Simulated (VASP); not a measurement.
# AlN (P6_3mc) in VASP: further runs

Aim: see how the results for AlN move with the level of theory and the settings. Levels: PBEsol, HSE06. Tasks: single point.

Everything below comes from runs of VASP 6.6.1. Logs are shortened: lines on timing, memory, paths and dates and some standing lists are left out, and cuts for length are marked.

**1. The cell of the first run**

It takes space group P6_3mc (No. 186, hexagonal). The conventional cell has a = 3.114 Å, b = 3.114 Å, c = 4.984 Å, α = 90.00°, β = 90.00°, γ = 120.00°. Within 2.5 Å of Al (site symmetry 3m) lie 4 N at 1.89 to 1.90 Å. N (site symmetry 3m) has 4 Al at 1.89 to 1.90 Å within 2.5 Å.

**2. Single point, PBEsol**

INCAR reads:

```
SYSTEM = AlN
  PREC = Accurate
  ENCUT = 700
  EDIFF = 1E-6
  ISMEAR = -1
  SIGMA = 0.05
  LREAL = Auto
  LASPH = .TRUE.
  NELM = 120
  ALGO = Normal
  ISIF = 2
  LWAVE = .FALSE.
  LCHARG = .TRUE.
  GGA = PS
  LELF = .TRUE.
  LVHAR = .TRUE.
  NBANDS = 86
  ISYM = -1
  GGA_COMPAT = .FALSE.
```

KPOINTS reads:

```
explicit points
1
Reciprocal
  0.25000000   0.25000000   0.25000000 1
```

POSCAR reads:

```
AlN
1.0
    6.2276320000      0.0000000000      0.0000000000
   -3.1138160000      5.3932870000      0.0000000000
    0.0000000000      0.0000000000      9.9670570000
Al N
16 16
Direct
    0.3333330000      0.1666670000      0.2485000000
    0.3333330000      0.1666670000      0.7485000000
    0.3333330000      0.6666670000      0.2485000000
    0.3333330000      0.6666670000      0.7485000000
    0.8333330000      0.1666670000      0.2485000000
    0.8333330000      0.1666670000      0.7485000000
    0.8333330000      0.6666670000      0.2485000000
    0.8333330000      0.6666670000      0.7485000000
    0.1666670000      0.3333330000      0.4985000000
    0.1666670000      0.3333330000      0.9985000000
    0.1666670000      0.8333330000      0.4985000000
    0.1666670000      0.8333330000      0.9985000000
    0.6666670000      0.3333330000      0.4985000000
    0.6666670000      0.3333330000      0.9985000000
    0.6666670000      0.8333330000      0.4985000000
    0.6666670000      0.8333330000      0.9985000000
    0.1666670000      0.3333330000      0.1895000000
    0.1666670000      0.3333330000      0.6895000000
    0.1666670000      0.8333330000      0.1895000000
    0.1666670000      0.8333330000      0.6895000000
    0.6666670000      0.3333330000      0.1895000000
    0.6666670000      0.3333330000      0.6895000000
    0.6666670000      0.8333330000      0.1895000000
    0.6666670000      0.8333330000      0.6895000000
    0.3333330000      0.1666670000      0.4395000000
    0.3333330000      0.1666670000      0.9395000000
    0.3333330000      0.6666670000      0.4395000000
    0.3333330000      0.6666670000      0.9395000000
    0.8333330000      0.1666670000      0.4395000000
    0.8333330000      0.1666670000      0.9395000000
    0.8333330000      0.6666670000      0.4395000000
    0.8333330000      0.6666670000      0.9395000000
```

Potentials or basis: VASP PAW PBE potentials, release 64 (Al, N).

The run is started by

```bash
$ cat potpaw_PBE.64/Al/POTCAR potpaw_PBE.64/N/POTCAR > POTCAR
$ mpirun -np 1 vasp_std > vasp.out
```

OUTCAR:

```text
SYSTEM = AlN
   PREC = Accurate
   ENCUT = 700
   EDIFF = 1E-6
   ISMEAR = -1
   LREAL = Auto
   LASPH = .TRUE.
   NELM = 120
   ISIF = 2
   GGA = PS
   ISYM = -1

 ion  position               nearest neighbor table
   1  0.333  0.167  0.248-  17 1.89  19 1.89  21 1.89  25 1.90   9 3.07  10 3.07  11 3.07  12 3.07
                            13 3.07  14 3.07   3 3.11   7 3.11   3 3.11   7 3.11   5 3.11   5 3.11
   2  0.333  0.167  0.748-  18 1.89  20 1.89  22 1.89  26 1.90   9 3.07  10 3.07  11 3.07  12 3.07
                            13 3.07  14 3.07   4 3.11   8 3.11   4 3.11   8 3.11   6 3.11   6 3.11
   3  0.333  0.667  0.248-  19 1.89  17 1.89  23 1.89  27 1.90  11 3.07  12 3.07   9 3.07  10 3.07
                            15 3.07  16 3.07   1 3.11   5 3.11   1 3.11   5 3.11   7 3.11   7 3.11
   4  0.333  0.667  0.748-  20 1.89  18 1.89  24 1.89  28 1.90  11 3.07  12 3.07   9 3.07  10 3.07
                            15 3.07  16 3.07   2 3.11   6 3.11   2 3.11   6 3.11   8 3.11   8 3.11
   5  0.833  0.167  0.248-  21 1.89  23 1.89  17 1.89  29 1.90  13 3.07  14 3.07  15 3.07  16 3.07
                             9 3.07  10 3.07   3 3.11   7 3.11   7 3.11   3 3.11   1 3.11   1 3.11
   6  0.833  0.167  0.748-  22 1.89  24 1.89  18 1.89  30 1.90  13 3.07  14 3.07  15 3.07  16 3.07
                             9 3.07  10 3.07   4 3.11   8 3.11   8 3.11   4 3.11   2 3.11   2 3.11
   7  0.833  0.667  0.248-  23 1.89  21 1.89  19 1.89  31 1.90  15 3.07  16 3.07  13 3.07  14 3.07
                            11 3.07  12 3.07   1 3.11   5 3.11   5 3.11   1 3.11   3 3.11   3 3.11
   8  0.833  0.667  0.748-  24 1.89  22 1.89  20 1.89  32 1.90  15 3.07  16 3.07  13 3.07  14 3.07
                            11 3.07  12 3.07   2 3.11   6 3.11   6 3.11   2 3.11   4 3.11   4 3.11
   9  0.167  0.333  0.498-  25 1.89  27 1.89  29 1.89  18 1.90   1 3.07   2 3.07   3 3.07   4 3.07
                             5 3.07   6 3.07  11 3.11  15 3.11  11 3.11  15 3.11  13 3.11  13 3.11
  10  0.167  0.333  0.998-  26 1.89  28 1.89  30 1.89  17 1.90   1 3.07   2 3.07   3 3.07   4 3.07
                             5 3.07   6 3.07  12 3.11  16 3.11  12 3.11  16 3.11  14 3.11  14 3.11
  11  0.167  0.833  0.498-  27 1.89  25 1.89  31 1.89  20 1.90   3 3.07   4 3.07   1 3.07   2 3.07
                             7 3.07   8 3.07   9 3.11  13 3.11   9 3.11  13 3.11  15 3.11  15 3.11
  12  0.167  0.833  0.998-  28 1.89  26 1.89  32 1.89  19 1.90   3 3.07   4 3.07   1 3.07   2 3.07
                             7 3.07   8 3.07  10 3.11  14 3.11  10 3.11  14 3.11  16 3.11  16 3.11
  13  0.667  0.333  0.498-  29 1.89  31 1.89  25 1.89  22 1.90   5 3.07   6 3.07   7 3.07   8 3.07
                             1 3.07   2 3.07  11 3.11  15 3.11  15 3.11  11 3.11   9 3.11   9 3.11
  14  0.667  0.333  0.998-  30 1.89  32 1.89  26 1.89  21 1.90   5 3.07   6 3.07   7 3.07   8 3.07
                             1 3.07   2 3.07  12 3.11  16 3.11  16 3.11  12 3.11  10 3.11  10 3.11
  15  0.667  0.833  0.498-  31 1.89  29 1.89  27 1.89  24 1.90   7 3.07   8 3.07   5 3.07   6 3.07
                             3 3.07   4 3.07   9 3.11  13 3.11  13 3.11   9 3.11  11 3.11  11 3.11
  16  0.667  0.833  0.998-  32 1.89  30 1.89  28 1.89  23 1.90   7 3.07   8 3.07   5 3.07   6 3.07
                             3 3.07   4 3.07  10 3.11  14 3.11  14 3.11  10 3.11  12 3.11  12 3.11
  17  0.167  0.333  0.190-   1 1.89   3 1.89   5 1.89  10 1.90
  18  0.167  0.333  0.690-   2 1.89   4 1.89   6 1.89   9 1.90
  19  0.167  0.833  0.190-   3 1.89   1 1.89   7 1.89  12 1.90
  20  0.167  0.833  0.690-   4 1.89   2 1.89   8 1.89  11 1.90
  21  0.667  0.333  0.190-   5 1.89   7 1.89   1 1.89  14 1.90
  22  0.667  0.333  0.690-   6 1.89   8 1.89   2 1.89  13 1.90
[... 8 lines left out ...]
  31  0.833  0.667  0.440-  15 1.89  13 1.89  11 1.89   7 1.90
  32  0.833  0.667  0.940-  16 1.89  14 1.89  12 1.89   8 1.90

IMPORTANT INFORMATION: All symmetrisations will be switched off!
NOSYMM: (Re-)initialisation of all symmetry stuff for point group C_1.

----------------------------------------------------------------------------------------

                                     Primitive cell

  volume of cell :     334.7676

  direct lattice vectors                    reciprocal lattice vectors
     6.227632000  0.000000000  0.000000000     0.160574678  0.092707842  0.000000000
    -3.113816000  5.393287000  0.000000000     0.000000000  0.185415684  0.000000000
     0.000000000  0.000000000  9.967057000     0.000000000  0.000000000  0.100330519

  length of vectors
     6.227632000  6.227631552  9.967057000     0.185415671  0.185415684  0.100330519

  position of ions in fractional coordinates (direct lattice)
     0.333333000  0.166667000  0.248500000
     0.333333000  0.166667000  0.748500000
     0.333333000  0.666667000  0.248500000
     0.333333000  0.666667000  0.748500000
     0.833333000  0.166667000  0.248500000
     0.833333000  0.166667000  0.748500000
[... 24 lines left out ...]
     0.833333000  0.666667000  0.439500000
     0.833333000  0.666667000  0.939500000

  ion indices of the primitive-cell ions
   primitive index   ion index
                 1           1
                 2           2
                 3           3
                 4           4
                 5           5
                 6           6
[... 24 lines left out ...]
                31          31
                32          32

----------------------------------------------------------------------------------------

 KPOINTS: explicit points

Read explicit list of k-points.

 Found      1 k-points:

 Following reciprocal coordinates:
            Coordinates               Weight
  0.250000  0.250000  0.250000      1.000000
   k-points           NKPTS =      1   k-points in BZ     NKDIM =      1   number of bands    NBANDS=     86
   number of dos      NEDOS =    301   number of ions     NIONS =     32
   total plane-waves  NPLWV = 262440
   dimension x,y,z NGX =    54 NGY =   54 NGZ =   90
   dimension x,y,z NGXF=   108 NGYF=  108 NGZF=  180
   ions per type =              16  16
   NGX,Y,Z   is equivalent  to a cutoff of  14.42, 14.42, 15.01 a.u.
   NGXF,Y,Z  is equivalent  to a cutoff of  28.83, 28.83, 30.02 a.u.
 SYSTEM =  AlN
   PREC   = accura    normal or accurate (medium, high low for compatibility)
   ISTART =      0    job   : 0-new  1-cont  2-samecut
   ICHARG =      2    charge: 1-file 2-atom 10-const
   ISPIN  =      1    spin polarized calculation?
   LNONCOLLINEAR =      F non collinear calculations
   LSORBIT =      F    spin-orbit coupling
   LASPH  =      T    aspherical Exc in radial PAW
   ENCUT  =  700.0 eV  51.45 Ry    7.17 a.u.  13.43 13.43 21.50*2*pi/ulx,y,z
   NELM   =    120;   NELMIN=  2; NELMDL= -5     # of ELM steps
   EDIFF  = 0.1E-05   stopping-criterion for ELM
   LREAL  =      T    real-space projection
   EDIFFG = 0.1E-04   stopping-criterion for IOM
   NSW    =      0    number of steps for IOM
   IBRION =     -1    ionic relax: 0-MD 1-quasi-New 2-CG
   NFREE  =      0    steps in history (QN), initial steepest desc. (CG)
   ISIF   =      2    stress and relaxation
   ISYM   =     -1    0-nonsym 1-usesym 2-fastsym
   POTIM  = 0.5000    time-step for ionic-motion
   TEBEG  =    0.0;   TEEND  =   0.0 temperature during run
   PSTRESS=    0.0 pullay stress
   NELECT =     128.0000    total number of electrons
   NUPDOWN=      -1.0000    fix difference up-down
   EMIN   =  10.00;   EMAX   =-10.00  energy-range for DOS
   EFERMI =   0.00;   METHOD = LEGACY
   ISMEAR =    -1;   SIGMA  =   0.05  broadening in eV -4-tet -1-fermi 0-gaus
   EFERMI_NEDOS =   21; number of points for ismear=-14 and -15
   IALGO  =     38    algorithm
   IMIX   =      4    mixing-type and parameters
     AMIX     =   0.40;   BMIX     =  1.00
     AMIX_MAG =   1.60;   BMIX_MAG =  1.00
  volume/ion in A,a.u.               =      10.46        70.60
  Fermi-wavevector in a.u.,A,eV,Ry     =   1.188220  2.245411 19.209628  1.411868
  Thomas-Fermi vector in A             =   2.324355
   LORBIT       =      0    0 simple, 1 ext, 2 COOP (PROOUT), +10 PAW based schemes
   GGA     = PS    functional components
   LHFCALC =     F    Hartree Fock is set to
   AEXX    =    0.0000 exact exchange contribution
   IVDW    =     0    specifies the selected vdW correction
   LEPSILON=     F    determine dielectric tensor
   LRPA    =     F    only Hartree local field effects (RPA)
 non-spin polarized calculation
  energy-cutoff  :      700.00
  volume of cell :      334.77
 maximum number of plane-waves:     14072
 NGX is ok and might be reduce to    54
   NGX = 27   NGY = 27   NGZ = 43

 number of electron     128.0000011 magnetization

 Free energy of the ion-electron system (eV)
  ---------------------------------------------------
  ext. energy  EPLUGINS =         0.00000000
  ---------------------------------------------------
  free energy    TOTEN  =      -253.72487367 eV

  energy without entropy =     -253.72487367  energy(sigma->0) =     -253.72487367

 E-fermi :   6.8877     XC(G=0): -11.1114

 val. band max:        5.6483457377   @ k =   0.2500   0.2500   0.2500
 cond. band min:      11.2760257906   @ k =   0.2500   0.2500   0.2500
 fundamental gap:      5.6276800529
 Fermi energy:         6.8876943802

 k-point     1 :       0.2500    0.2500    0.2500
  band No.  band energies     occupation
      1      -8.5294      2.00000
      2      -8.1086      2.00000
      3      -7.8747      2.00000
      4      -7.8747      2.00000
      5      -7.5241      2.00000
      6      -7.5240      2.00000
[... 68 lines left out ...]
     75      13.0060      0.00000
     76      13.0060      0.00000
 [bands above 76 left out]

------------------------ aborting loop because EDIFF is reached ----------------------------------------

  FORCE on cell =-STRESS in cart. coord.  units (eV):
  Direction    XX          YY          ZZ          XY          YZ          ZX
  --------------------------------------------------------------------------------------
  -------------------------------------------------------------------------------------
  Total        0.2270490     -7.9579987      3.9085285     -7.0886370      0.3070914      0.1777140
  in kB        1.0866428    -38.0864969     18.7059796    -33.9257849      1.4697205      0.8505284
  external PRESSURE =      -6.0979582 kB  Pullay stress =       0.0000000 kB

 VOLUME and BASIS-vectors are now :
 -----------------------------------------------------------------------------
  energy-cutoff  :      700.00
  volume of cell :      334.77
      direct lattice vectors                 reciprocal lattice vectors
     6.227632000  0.000000000  0.000000000     0.160574678  0.092707842  0.000000000
    -3.113816000  5.393287000  0.000000000     0.000000000  0.185415684  0.000000000
     0.000000000  0.000000000  9.967057000     0.000000000  0.000000000  0.100330519

 POSITION                                       TOTAL-FORCE (eV/Angst)
 -----------------------------------------------------------------------------------
      1.55690      0.89888      2.47681        -0.127324      0.075341      0.110699
      1.55690      0.89888      7.46034        -0.127309      0.075312      0.110677
     -0.00000      3.59553      2.47681        -0.127338      0.075342      0.110696
     -0.00000      3.59553      7.46034        -0.127374      0.075359      0.110689
      4.67072      0.89888      2.47681        -0.127335      0.075348      0.110697
      4.67072      0.89888      7.46034        -0.127345      0.075362      0.110691
[... 24 lines left out ...]
      3.11381      3.59553      4.38052        -0.190378      0.108101     -0.113502
      3.11381      3.59553      9.36405        -0.190339      0.108085     -0.113509
 -----------------------------------------------------------------------------------
    total drift:                                0.000493     -0.000385      0.022965

  FREE ENERGIE OF THE ION-ELECTRON SYSTEM (eV)
  ---------------------------------------------------
  free  energy   TOTEN  =      -253.7248736727 eV

  energy  without entropy=     -253.7248736726  energy(sigma->0) =     -253.72487367
```

Wall time 2.5 min (1 thread of AMD EPYC 7R43 (Zen 3), shared host); peak memory 0.48 GiB.

Results:

```
Free energy            : -253.7249 eV
Pressure               : -0.6 GPa
Largest force          : 0.247 eV/Å
Band gap on the k mesh : 5.63 eV
```

Forces on the atoms (eV/Å):
```
Al  -0.127  0.075  0.111
Al  -0.127  0.075  0.111
Al  -0.127  0.075  0.111
Al  -0.127  0.075  0.111
Al  -0.127  0.075  0.111
Al  -0.127  0.075  0.111
Al  -0.127  0.075  0.111
Al  -0.127  0.075  0.111
Al   0.129 -0.073  0.116
Al   0.129 -0.073  0.116
Al   0.129 -0.073  0.116
Al   0.129 -0.073  0.116
Al   0.129 -0.073  0.116
Al   0.129 -0.073  0.116
Al   0.129 -0.073  0.116
Al   0.129 -0.073  0.116
N    0.189 -0.111 -0.113
N    0.189 -0.111 -0.113
N    0.189 -0.111 -0.113
N    0.189 -0.111 -0.113
N    0.189 -0.111 -0.113
N    0.189 -0.111 -0.113
N    0.189 -0.111 -0.113
N    0.189 -0.111 -0.113
N   -0.190  0.108 -0.113
N   -0.190  0.108 -0.113
N   -0.190  0.108 -0.113
N   -0.190  0.108 -0.113
N   -0.190  0.108 -0.113
N   -0.190  0.108 -0.113
N   -0.190  0.108 -0.114
N   -0.190  0.108 -0.114
```

Caveat: the PAW data sets were made with another functional, which shifts forces and pressure a little; a shifted mesh leaves out Γ, where band edges can lie.

**3. Single point, HSE06**

POSCAR is that of step 2.

INCAR.step1 reads:

```
ALGO     = Normal         # electronic algorithm
EDIFF    = 1E-5           # SCF threshold, eV
ENCUT    = 520            # plane-wave cutoff, eV
GGA      = PE             # functional
GGA_COMPAT= F            
ISIF     = 2              # what is computed and relaxed
ISMEAR   = -1             # smearing method
ISYM     = -1           
LASPH    = T              # aspherical terms in the spheres
LCHARG   = F              # write CHGCAR
LREAL    = Auto         
LWAVE    = T              # write WAVECAR
NBANDS   = 86             # bands
NELM     = 120            # most SCF steps
PREC     = Accurate       # precision mode
SIGMA    = 0.05           # smearing width, eV
```

INCAR.step2 reads:

```
ALGO     = Normal         # electronic algorithm
EDIFF    = 1E-6           # SCF threshold, eV
ENCUT    = 520            # plane-wave cutoff, eV
GGA      = PE             # functional
GGA_COMPAT= F            
HFSCREEN = 0.2079         # screening, 1/A
ISIF     = 2              # what is computed and relaxed
ISMEAR   = -1             # smearing method
ISTART   = 1            
ISYM     = -1           
LASPH    = T              # aspherical terms in the spheres
LCHARG   = F              # write CHGCAR
LHFCALC  = T              # exact exchange
LREAL    = Auto         
LWAVE    = F              # write WAVECAR
NBANDS   = 86             # bands
NELM     = 120            # most SCF steps
PREC     = Accurate       # precision mode
PRECFOCK = Fast         
SIGMA    = 0.05           # smearing width, eV
```

KPOINTS is that of step 2.

Potentials or basis: VASP PAW PBE potentials, release 64 (Al, N).

The run is started by

```bash
$ cat potpaw_PBE.64/Al/POTCAR potpaw_PBE.64/N/POTCAR > POTCAR
$ cp INCAR.step1 INCAR
$ mpirun -np 1 vasp_std > vasp.out
$ cp INCAR.step2 INCAR
$ mpirun -np 1 vasp_std > vasp.out
```

It took 5.6 min on 1 thread of AMD EPYC 7R43 (Zen 3), shared host; peak memory 0.56 GiB.

Results (log left out):

* Free energy: -283.8957 eV
* Pressure: -2.9 GPa
* Largest force: 0.262 eV/Å
* Band gap on the k mesh: 7.19 eV

Forces on the atoms (eV/Å):
```
Al  -0.129  0.076  0.136
Al  -0.129  0.076  0.136
Al  -0.129  0.076  0.136
Al  -0.129  0.076  0.136
Al  -0.129  0.076  0.136
Al  -0.129  0.076  0.136
Al  -0.129  0.076  0.136
Al  -0.129  0.076  0.136
Al   0.130 -0.074  0.136
Al   0.130 -0.074  0.136
Al   0.130 -0.074  0.136
Al   0.130 -0.074  0.136
Al   0.130 -0.074  0.136
Al   0.130 -0.074  0.136
Al   0.130 -0.074  0.136
Al   0.130 -0.074  0.136
N    0.193 -0.113 -0.136
N    0.193 -0.113 -0.136
N    0.193 -0.113 -0.136
N    0.193 -0.113 -0.136
N    0.193 -0.113 -0.136
N    0.193 -0.113 -0.136
N    0.193 -0.113 -0.136
N    0.193 -0.113 -0.136
N   -0.195  0.111 -0.136
N   -0.195  0.111 -0.136
N   -0.195  0.111 -0.136
N   -0.195  0.111 -0.136
N   -0.195  0.111 -0.136
N   -0.195  0.111 -0.136
N   -0.195  0.111 -0.136
N   -0.195  0.111 -0.136
```

Stress tensor (GPa, compression positive):
```
-2.42 -3.40  0.07
-3.40 -6.35  0.12
 0.07  0.12  0.21
```

Levels at points of the mesh, in eV from the valence-band top:
```
           k point  band 62  band 63  band 64  band 65  band 66  band 67
(0.25, 0.25, 0.25)    -0.42    -0.38     0.00     7.19     8.02     8.06
```

Caveat: the PAW data sets were made with another functional, which shifts forces and pressure a little; a shifted mesh leaves out Γ, where band edges can lie. A k mesh can miss the band edges.
